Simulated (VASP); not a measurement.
# Li3In in VASP: notebook

Li3In is run at these levels: PBE; tasks: single point.

Program: VASP 6.6.1. These are calculated values, not measurements. Logs are shortened: lines on timing, memory, paths and dates and some standing lists are left out, and cuts for length are marked.

## (1) The cell of the first run

The cell holds a sheet with vacuum, 4 atoms: a = 4.706 Å, b = 4.706 Å, c = 29.504 Å, α = 90.00°, β = 90.00°, γ = 120.00°.

## (2) Single point, PBE

The input, INCAR:

```
  PREC = Accurate
  ENCUT = 520
  EDIFF = 1E-6
  ISMEAR = 0
  SIGMA = 0.1
  LREAL = F
  LASPH = T
  NELM = 60
  ALGO = Normal
  ISIF = 2
  LWAVE = F
  LCHARG = F
  LDIPOL = T
  IDIPOL = 3
  DIPOL = 0.5 0.5 0.288
  GGA = PE
  NBANDS = 19
```

The input, KPOINTS:

```
Automatic mesh
0
Gamma
  6 6 1
```

The input, POSCAR:

```
Li3In
1.0
    4.7055681931      0.0000000000      0.0000000000
   -2.3527840965      4.0751415945      0.0000000000
    0.0000000000      0.0000000000     29.5044554000
Li In
3 1
Direct
    0.0000000000      0.0000000000      0.3425492468
    0.6666666667      0.3333333333      0.2804321452
    0.3333333333      0.6666666667      0.2827922736
    0.0000000000      0.0000000000      0.2465946644
```

Potentials or basis: VASP PAW PBE potentials, release 64 (Li_sv, In_d).

The run is started by

```console
> cat potpaw_PBE.64/Li_sv/POTCAR potpaw_PBE.64/In_d/POTCAR > POTCAR
> mpirun -np 1 vasp_std > vasp.out
```

OUTCAR:

```text
PREC = Accurate
   ENCUT = 520
   EDIFF = 1E-6
   ISMEAR = 0
   LREAL = F
   LASPH = T
   NELM = 60
   ISIF = 2
   GGA = PE

 ion  position               nearest neighbor table
   1  0.000  0.000  0.343-   4 2.83
   2  0.667  0.333  0.280-   4 2.89   4 2.89   4 2.89
   3  0.333  0.667  0.283-   4 2.92   4 2.92   4 2.92
   4  0.000  0.000  0.247-   1 2.83   2 2.89   2 2.89   2 2.89   3 2.92   3 2.92   3 2.92

  LATTYP: Found a hexagonal cell.
 ALAT       =     4.7055681931
 C/A-ratio  =     6.2701153589

  Lattice vectors:

 A1 = (   4.7055681931,   0.0000000000,   0.0000000000)
 A2 = (  -2.3527840965,   4.0751415945,   0.0000000000)
 A3 = (   0.0000000000,   0.0000000000,  29.5044554000)

Analysis of symmetry for initial positions (statically):
=====================================================================
 Subroutine PRICEL returns:
 Original cell was already a primitive cell.

 Routine SETGRP: Setting up the symmetry group for a
 hexagonal supercell.

 Subroutine GETGRP returns: Found  6 space group operations
 (whereof  6 operations were pure point group operations)
 out of a pool of 24 trial point group operations.

The static configuration has the point symmetry C_3v.

Analysis of symmetry for dynamics (positions and initial velocities):
=====================================================================
 Subroutine PRICEL returns:
 Original cell was already a primitive cell.

 Routine SETGRP: Setting up the symmetry group for a
 hexagonal supercell.

 Subroutine GETGRP returns: Found  6 space group operations
 (whereof  6 operations were pure point group operations)
 out of a pool of 24 trial point group operations.

The dynamic configuration has the point symmetry C_3v.

 Subroutine INISYM returns: Found  6 space group operations
 (whereof  6 operations are pure point group operations),
 and found     1 'primitive' translations

----------------------------------------------------------------------------------------

                                     Primitive cell

  volume of cell :     565.7732

  direct lattice vectors                    reciprocal lattice vectors
     4.705568193  0.000000000  0.000000000     0.212514187  0.122695123  0.000000000
    -2.352784097  4.075141594  0.000000000     0.000000000  0.245390246  0.000000000
     0.000000000  0.000000000 29.504455400     0.000000000  0.000000000  0.033893186

  length of vectors
     4.705568193  4.705568193 29.504455400     0.245390246  0.245390246  0.033893186

  position of ions in fractional coordinates (direct lattice)
     0.000000000  0.000000000  0.342549247
     0.666666667  0.333333333  0.280432145
     0.333333333  0.666666667  0.282792274
     0.000000000  0.000000000  0.246594664

  ion indices of the primitive-cell ions
   primitive index   ion index
                 1           1
                 2           2
                 3           3
                 4           4

----------------------------------------------------------------------------------------

 KPOINTS: Automatic mesh

Automatic generation of k-mesh.
 Grid dimensions read from file:
 generate k-points for:    6    6    1

 Generating k-lattice:

  Cartesian coordinates                     Fractional coordinates (reciprocal lattice)
     0.035419031  0.020449187  0.000000000     0.166666667  0.000000000  0.000000000
     0.000000000  0.040898374  0.000000000     0.000000000  0.166666667  0.000000000
     0.000000000  0.000000000  0.033893186     0.000000000  0.000000000  1.000000000

  Length of vectors
     0.040898374  0.040898374  0.033893186

  Shift w.r.t. Gamma in fractional coordinates (k-lattice)
     0.000000000  0.000000000  0.000000000

 Subroutine IBZKPT returns following result:
 ===========================================

 Found      7 irreducible k-points:

 Following reciprocal coordinates:
            Coordinates               Weight
  0.000000  0.000000  0.000000      1.000000
  0.166667 -0.000000  0.000000      6.000000
  0.333333 -0.000000  0.000000      6.000000
  0.500000 -0.000000  0.000000      3.000000
  0.166667  0.166667  0.000000      6.000000
  0.333333  0.166667  0.000000     12.000000
  0.333333  0.333333  0.000000      2.000000
   k-points           NKPTS =      7   k-points in BZ     NKDIM =      7   number of bands    NBANDS=     19
   number of dos      NEDOS =    301   number of ions     NIONS =      4
   total plane-waves  NPLWV = 290304
   dimension x,y,z NGX =    36 NGY =   36 NGZ =  224
   dimension x,y,z NGXF=    72 NGYF=   72 NGZF=  448
   ions per type =               3   1
   NGX,Y,Z   is equivalent  to a cutoff of  12.72, 12.72, 12.62 a.u.
   NGXF,Y,Z  is equivalent  to a cutoff of  25.44, 25.44, 25.24 a.u.
 SYSTEM =  unknown system
   PREC   = accura    normal or accurate (medium, high low for compatibility)
   ISTART =      0    job   : 0-new  1-cont  2-samecut
   ICHARG =      2    charge: 1-file 2-atom 10-const
   ISPIN  =      1    spin polarized calculation?
   LNONCOLLINEAR =      F non collinear calculations
   LSORBIT =      F    spin-orbit coupling
   LASPH  =      T    aspherical Exc in radial PAW
   ENCUT  =  520.0 eV  38.22 Ry    6.18 a.u.   8.75  8.75 54.86*2*pi/ulx,y,z
   NELM   =     60;   NELMIN=  2; NELMDL= -5     # of ELM steps
   EDIFF  = 0.1E-05   stopping-criterion for ELM
   LREAL  =      F    real-space projection
   EDIFFG = 0.1E-04   stopping-criterion for IOM
   NSW    =      0    number of steps for IOM
   IBRION =     -1    ionic relax: 0-MD 1-quasi-New 2-CG
   NFREE  =      0    steps in history (QN), initial steepest desc. (CG)
   ISIF   =      2    stress and relaxation
   ISYM   =      2    0-nonsym 1-usesym 2-fastsym
   POTIM  = 0.5000    time-step for ionic-motion
   TEBEG  =    0.0;   TEEND  =   0.0 temperature during run
   PSTRESS=    0.0 pullay stress
   NELECT =      22.0000    total number of electrons
   NUPDOWN=      -1.0000    fix difference up-down
   EMIN   =  10.00;   EMAX   =-10.00  energy-range for DOS
   EFERMI =   0.00;   METHOD = LEGACY
   ISMEAR =     0;   SIGMA  =   0.10  broadening in eV -4-tet -1-fermi 0-gaus
   EFERMI_NEDOS =   21; number of points for ismear=-14 and -15
   IALGO  =     38    algorithm
   IMIX   =      4    mixing-type and parameters
     AMIX     =   0.40;   BMIX     =  1.00
     AMIX_MAG =   1.60;   BMIX_MAG =  1.00
  volume/ion in A,a.u.               =     141.44       954.51
  Fermi-wavevector in a.u.,A,eV,Ry     =   0.554628  1.048094  4.185315  0.307612
  Thomas-Fermi vector in A             =   1.588015
   LORBIT       =      0    0 simple, 1 ext, 2 COOP (PROOUT), +10 PAW based schemes
   GGA     = PE    functional components
   LHFCALC =     F    Hartree Fock is set to
   AEXX    =    0.0000 exact exchange contribution
   IVDW    =     0    specifies the selected vdW correction
   LEPSILON=     F    determine dielectric tensor
   LRPA    =     F    only Hartree local field effects (RPA)
 non-spin polarized calculation
 Gauss-broadening in eV      SIGMA  =   0.10
  energy-cutoff  :      520.00
  volume of cell :      565.77
 maximum number of plane-waves:     15260
 NGX is ok and might be reduce to    36
   NGX = 17   NGY = 17   NGZ =109

 number of electron      22.0000003 magnetization

 dipolmoment           0.000000      0.000000     -0.181078 electrons x Angstroem

 Free energy of the ion-electron system (eV)
  ---------------------------------------------------
  ext. energy  EPLUGINS =         0.00000000
  ---------------------------------------------------
  free energy    TOTEN  =        -7.23559655 eV

  energy without entropy =       -7.22171620  energy(sigma->0) =       -7.22865637

 E-fermi :  -2.4966     XC(G=0):  -1.7838

 val. band max:       -2.5608021626   @ k =   0.3333   0.1667   0.0000
 cond. band min:      -2.3871659987   @ k =   0.5000  -0.0000   0.0000
 fundamental gap:      0.1736361639
 Fermi energy:        -2.4965706649

 k-point     1 :       0.0000    0.0000    0.0000
  band No.  band energies     occupation
      1     -50.0741      2.00000
      2     -48.7586      2.00000
      3     -48.7221      2.00000
      4     -16.8320      2.00000
      5     -16.7972      2.00000
      6     -16.7972      2.00000
      7     -16.7769      2.00000
      8     -16.7769      2.00000
      9      -8.1245      2.00000
     10      -4.0960      2.00000
     11      -1.8933      0.00000
     12      -0.4725      0.00000
     13      -0.4725      0.00000
     14      -0.0840      0.00000
     15       0.4098      0.00000
     16       0.9542      0.00000
     17       0.9542      0.00000
     18       1.0202      0.00000
     19       1.5913      0.00000

 k-point     2 :       0.1667   -0.0000    0.0000
  band No.  band energies     occupation
      1     -50.0741      2.00000
      2     -48.7569      2.00000
      3     -48.7238      2.00000
      4     -16.8299      2.00000
      5     -16.7985      2.00000
      6     -16.7978      2.00000
      7     -16.7762      2.00000
      8     -16.7726      2.00000
      9      -7.9715      2.00000
     10      -3.8844      2.00000
     11      -1.9988      0.00000
     12      -1.5245      0.00000
     13      -1.2131      0.00000
     14       0.1424      0.00000
     15       0.6383      0.00000
     16       1.0905      0.00000
     17       1.2501      0.00000
     18       1.7751      0.00000
     19       2.0057      0.00000

 k-point     3 :       0.3333   -0.0000    0.0000
  band No.  band energies     occupation
      1     -50.0741      2.00000
      2     -48.7527      2.00000
      3     -48.7280      2.00000
      4     -16.8261      2.00000
      5     -16.8010      2.00000
      6     -16.7988      2.00000
      7     -16.7744      2.00000
      8     -16.7639      2.00000
      9      -7.5873      2.00000
     10      -3.5356      2.00000
     11      -3.1256      2.00000
     12      -1.9402      0.00000
     13      -1.2366      0.00000
     14      -0.3017      0.00000
     15       0.8642      0.00000
     16       1.3238      0.00000
     17       1.6218      0.00000
     18       1.9614      0.00000
     19       2.0498      0.00000

 k-point     4 :       0.5000   -0.0000    0.0000
  band No.  band energies     occupation
      1     -50.0741      2.00000
      2     -48.7499      2.00000
      3     -48.7308      2.00000
      4     -16.8244      2.00000
      5     -16.8022      2.00000
      6     -16.7993      2.00000
      7     -16.7733      2.00000
      8     -16.7595      2.00000
      9      -7.3254      2.00000
     10      -4.1168      2.00000
     11      -2.3872      0.12181
     12      -2.1955      0.00002
     13      -1.8673      0.00000
     14      -0.3789      0.00000
     15       1.3173      0.00000
     16       1.3386      0.00000
     17       1.7579      0.00000
     18       2.0704      0.00000
     19       2.4276      0.00000

 k-point     5 :       0.1667    0.1667    0.0000
  band No.  band energies     occupation
      1     -50.0741      2.00000
      2     -48.7538      2.00000
      3     -48.7268      2.00000
      4     -16.8269      2.00000
      5     -16.8002      2.00000
      6     -16.7987      2.00000
      7     -16.7743      2.00000
      8     -16.7668      2.00000
      9      -7.6985      2.00000
     10      -3.4979      2.00000
     11      -2.8614      2.00000
     12      -2.1373      0.00000
     13      -1.2897      0.00000
     14       0.2638      0.00000
     15       0.8796      0.00000
     16       0.9981      0.00000
     17       1.2592      0.00000
     18       1.7732      0.00000
     19       2.2721      0.00000

 k-point     6 :       0.3333    0.1667    0.0000
  band No.  band energies     occupation
      1     -50.0741      2.00000
      2     -48.7499      2.00000
      3     -48.7308      2.00000
      4     -16.8239      2.00000
      5     -16.8017      2.00000
      6     -16.7998      2.00000
      7     -16.7714      2.00000
      8     -16.7619      2.00000
      9      -7.3388      2.00000
     10      -3.8473      2.00000
     11      -2.7702      1.99989
     12      -2.5608      1.63632
     13      -1.3443      0.00000
     14      -0.3291      0.00000
     15       0.4477      0.00000
     16       1.5547      0.00000
     17       1.9810      0.00000
     18       2.1333      0.00000
     19       2.4765      0.00000

 k-point     7 :       0.3333    0.3333    0.0000
  band No.  band energies     occupation
      1     -50.0741      2.00000
      2     -48.7481      2.00000
      3     -48.7325      2.00000
      4     -16.8225      2.00000
      5     -16.8012      2.00000
      6     -16.8012      2.00000
      7     -16.7657      2.00000
      8     -16.7656      2.00000
      9      -7.1985      2.00000
     10      -3.6116      2.00000
     11      -3.5950      2.00000
     12      -2.0164      0.00000
     13      -1.1310      0.00000
     14      -1.1192      0.00000
     15       0.1968      0.00000
     16       1.9942      0.00000
     17       2.0409      0.00000
     18       2.8909      0.00000
     19       3.1380      0.00000

------------------------ aborting loop because EDIFF is reached ----------------------------------------

 vacuum level on the upper side and lower side of the slab       (xc-potential included)        -0.845         0.833

  FORCE on cell =-STRESS in cart. coord.  units (eV):
  Direction    XX          YY          ZZ          XY          YZ          ZX
  --------------------------------------------------------------------------------------
  -------------------------------------------------------------------------------------
  Total        0.0001118      0.0001118     -0.1013513      0.0000000     -0.0000000     -0.0000000
  in kB        0.0003166      0.0003166     -0.2870103      0.0000000     -0.0000000     -0.0000000
  external PRESSURE =      -0.0954591 kB  Pullay stress =       0.0000000 kB

 VOLUME and BASIS-vectors are now :
 -----------------------------------------------------------------------------
  energy-cutoff  :      520.00
  volume of cell :      565.77
      direct lattice vectors                 reciprocal lattice vectors
     4.705568193  0.000000000  0.000000000     0.212514187  0.122695123  0.000000000
    -2.352784097  4.075141594  0.000000000     0.000000000  0.245390246  0.000000000
     0.000000000  0.000000000 29.504455400     0.000000000  0.000000000  0.033893186

 POSITION                                       TOTAL-FORCE (eV/Angst)
 -----------------------------------------------------------------------------------
      0.00000      0.00000     10.10673         0.000000      0.000000     -0.013797
      2.35278      1.35838      8.27400         0.000000      0.000000      0.004049
     -0.00000      2.71676      8.34363        -0.000000      0.000000     -0.010938
      0.00000      0.00000      7.27564         0.000000      0.000000      0.020686
 -----------------------------------------------------------------------------------
    total drift:                               -0.000000     -0.000001     -0.001334

  FREE ENERGIE OF THE ION-ELECTRON SYSTEM (eV)
  ---------------------------------------------------
  free  energy   TOTEN  =        -7.2355965452 eV

  energy  without entropy=       -7.2217161990  energy(sigma->0) =       -7.22865637

 vacuum level on the upper side and lower side of the slab         0.079         1.787
```

Run time: 4 min. Hardware: 1 thread of Intel Xeon Platinum 8259CL at 2.50GHz (Skylake/Cascade Lake), shared host; peak memory 0.62 GiB.

What came out:

```yaml
Free_energy: -7.2356 eV
Largest_force: 0.021 eV/Å
Band_gap_on_the_k_mesh: zero (bands 11 and 12 overlap by 0.67 eV)
```

Forces on the atoms (eV/Å):
```
Li   0.000  0.000 -0.014
Li   0.000  0.000  0.004
Li   0.000  0.000 -0.011
In   0.000  0.000  0.021
```

Levels at points of the mesh, in eV from the Fermi level:
```csv
k point,band 9,band 10,band 11,band 12,band 13,band 14
"(0.00, 0.00, 0.00)",-5.63,-1.60,0.60,2.02,2.02,2.41
"(0.50, 0.00, 0.00)",-4.83,-1.62,0.11,0.30,0.63,2.12
```

Caveat: the cutoff is under 1.25 times the usual one of these potentials, so pressure, stress and relaxed cells hold a basis-set (Pulay) error; spin-orbit coupling is left out, which moves the levels of the heavy elements.

## (3) Single point, PBE

The input, INCAR:

```
SYSTEM = Li3In
PREC = Accurate ; ENCUT = 520
EDIFF = 1E-6 ; ISMEAR = 0
SIGMA = 0.1 ; LREAL = .False.
LASPH = .True. ; NELM = 100
ALGO = Normal ; ISIF = 2
LWAVE = .False. ; LCHARG = .False.
LDIPOL = .True. ; IDIPOL = 3
DIPOL = 0.5 0.5 0.288 ; GGA = PE
NBANDS = 19
```

The input, KPOINTS:

```
Automatic mesh
0
Gamma
  12 12 1
  0 0 0
```

POSCAR is that of step 2.

Potentials or basis: VASP PAW PBE potentials, release 64 (Li_sv, In_d).

The run is started by

```console
> cat potpaw_PBE.64/Li_sv/POTCAR potpaw_PBE.64/In_d/POTCAR > POTCAR
> mpirun -np 1 vasp_std > vasp.out
```

It took 7.8 min on 1 thread of Intel Xeon Platinum 8259CL at 2.50GHz (Skylake/Cascade Lake), shared host; peak memory 0.71 GiB.

It converged, with:

* Free energy: -7.2236 eV
* Largest force: 0.013 eV/Å
* Band gap on the k mesh: zero (bands 11 and 12 overlap by 0.76 eV)

Forces in eV/Å, atoms in the order of the input:
```
Li   0.000  0.000 -0.002
Li   0.000  0.000  0.013
Li   0.000  0.000  0.000
In   0.000  0.000 -0.011
```

Levels at points of the mesh, in eV from the Fermi level:
```csv
k point,band 8,band 9,band 10,band 11,band 12,band 13,band 14,band 15
"(0.00, 0.00, 0.00)",-14.36,-5.71,-1.66,0.54,1.95,1.95,2.36,2.82
"(0.50, 0.00, 0.00)",-14.34,-4.91,-1.70,0.04,0.22,0.57,2.06,3.74
```

Caveat: the cutoff is under 1.25 times the usual one of these potentials, so pressure, stress and relaxed cells hold a basis-set (Pulay) error; spin-orbit coupling is left out, which moves the levels of the heavy elements.

## (4) Single point, PBE

This run uses another cell than the first one.

The input, INCAR:

```
SYSTEM = Li3In
  PREC = Accurate
  ENCUT = 520
  EDIFF = 1E-6
  ISMEAR = 0
  SIGMA = 0.1
  LREAL = .False.
  LASPH = .True.
  NELM = 60
  ALGO = Normal
  ISIF = 2
  LWAVE = .False.
  LCHARG = .False.
  LDIPOL = .True.
  IDIPOL = 3
  DIPOL = 0.5 0.5 0.288
  GGA = PE
  NBANDS = 19
```

KPOINTS is that of step 3.

The input, POSCAR:

```
Li3In
1.0
    4.7144415271      0.0000000000      0.0000000000
   -2.3572207635      4.0828261271      0.0000000000
    0.0000000000      0.0000000000     29.5044554000
Li In
3 1
Direct
    0.0000000000      0.0000000000      0.3423307151
    0.6666666667      0.3333333333      0.2818362296
    0.3333333333      0.6666666667      0.2818767214
    0.0000000000      0.0000000000      0.2463246640
```

The run is started by

```console
> cat potpaw_PBE.64/Li_sv/POTCAR potpaw_PBE.64/In_d/POTCAR > POTCAR
> mpirun -np 1 vasp_std > vasp.out
```

Wall time 8.1 min (1 thread of Intel Xeon Platinum 8259CL at 2.50GHz (Skylake/Cascade Lake), shared host); peak memory 0.71 GiB.

It converged, with:

* Free energy: -7.2241 eV
* Largest force: 0.003 eV/Å
* Band gap on the k mesh: zero (bands 11 and 12 overlap by 0.78 eV)

Forces in eV/Å, atoms in the order of the input:
```
Li   0.000  0.000  0.003
Li   0.000  0.000 -0.002
Li   0.000  0.000 -0.002
In   0.000  0.000  0.001
```

Levels at points of the mesh, in eV from the Fermi level:
```csv
k point,band 8,band 9,band 10,band 11,band 12,band 13,band 14,band 15
"(0.00, 0.00, 0.00)",-14.36,-5.70,-1.66,0.56,1.94,1.94,2.36,2.87
"(0.50, 0.00, 0.00)",-14.34,-4.90,-1.69,0.04,0.23,0.57,2.06,3.72
```

Caveat: the cutoff is under 1.25 times the usual one of these potentials, so pressure, stress and relaxed cells hold a basis-set (Pulay) error; spin-orbit coupling is left out, which moves the levels of the heavy elements.

## (5) Overview

| cell | k mesh | gap on the mesh (eV) | largest force (eV/Å) |
| --- | --- | --- | --- |
| a = 4.706, b = 4.706, c = 29.504 Å, angles 90.0, 90.0, 120.0°, 4 atoms, atomic positions A | 6 × 6 × 1 | none | 0.02 |
| a = 4.706, b = 4.706, c = 29.504 Å, angles 90.0, 90.0, 120.0°, 4 atoms, atomic positions A | 12 × 12 × 1 | none | 0.01 |
| a = 4.714, b = 4.714, c = 29.504 Å, angles 90.0, 90.0, 120.0°, 4 atoms, atomic positions B | 12 × 12 × 1 | none | - |

Alike in all rows: task single point; level PBE; potentials or basis VASP PAW PBE potentials, release 64 (Li_sv, In_d); no spin polarisation; cutoff (eV) 520; smearing gaussian 0.1 eV.

Caveats: the cutoff is under 1.25 times the usual one of these potentials, so pressure, stress and relaxed cells hold a basis-set (Pulay) error; spin-orbit coupling is left out, which moves the levels of the heavy elements.

Absolute energies hang on the potentials; compare differences alone.

The gap in the log of VASP goes by the Fermi energy; the results here count the filled bands.